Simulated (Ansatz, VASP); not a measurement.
## Two plane-wave programs on In2SbAs

The input INCAR:

```
SYSTEM = In2SbAs
ALGO = Normal ; EDIFF = 1E-6
ENCUT = 520 ; GGA = PE
ISIF = 2 ; ISMEAR = -1
LASPH = .True. ; LCHARG = .False.
LREAL = .False. ; LWAVE = .False.
NBANDS = 26 ; NELM = 80
PREC = Accurate ; SIGMA = 0.02
```

Contents of KPOINTS:

```
k-points
0
Gamma
  6 6 4
  0 0 0
```

The input POSCAR:

```
In2SbAs
1.0
    4.4824182392      0.0000000000      0.0000000000
    0.0000000000      4.4824182392      0.0000000000
    0.0000000000      0.0000000000      6.3331213930
As In Sb
1 2 1
Direct
    0.0000000000      0.0000000000      0.0000000000
    0.0000000000      0.5000000000      0.7668656601
    0.5000000000      0.0000000000      0.2331343399
    0.5000000000      0.5000000000      0.5000000000
```

Input for Ansatz:

```yaml
crystal:
  lattice:
    - [4.4824182392, 0.0, 0.0]
    - [0.0, 4.4824182392, 0.0]
    - [0.0, 0.0, 6.333121393]
  atoms:
    - { symbol: As, position: [0.0, 0.0, 0.0] }
    - { symbol: In, position: [0.0, 0.5, 0.7668656601] }
    - { symbol: Sb, position: [0.5, 0.5, 0.5] }
    - { symbol: In, position: [0.5, 0.0, 0.2331343399] }
kpoints:
  mp_grid: { grid: [6, 6, 4] }
  band_path:
    path:
      - [0.0, 0.0, 0.0]
      - [0.0, 0.5, 0.0]
      - [0.5, 0.5, 0.0]
      - [0.0, 0.0, 0.5]
      - [0.0, 0.5, 0.5]
      - [0.5, 0.5, 0.5]
    npoints: 1
hamiltonian:
  xc: pbe
scf:
  occupations: { method: fermi_dirac, width: 0.02 }
  n_extra_bands: 5
output:
  forces: true
  stress: true
  eigenvalues: true
```

Alike in both runs: task single point; functional PBE; k mesh 6 × 6 × 4; occupations fermi-dirac, width 0.02 eV; no spin polarisation.

```csv
,VASP,Ansatz
version,VASP 6.6.1,Ansatz 0.2.0
potentials or method,"VASP PAW PBE potentials, release 64 (As, In_d, Sb)","plane waves, PAW"
plane-wave cutoff (eV),520,420
valence electrons in the cell,36,56
```

```tsv
	VASP	Ansatz	Ansatz less VASP
pressure (GPa)	1.7	1.7	-0.01
```

VASP's potentials hold 36 valence electrons a cell and Ansatz's 56, so a difference there can come from the potentials and not from the codes.

Neither program's run includes spin-orbit coupling.
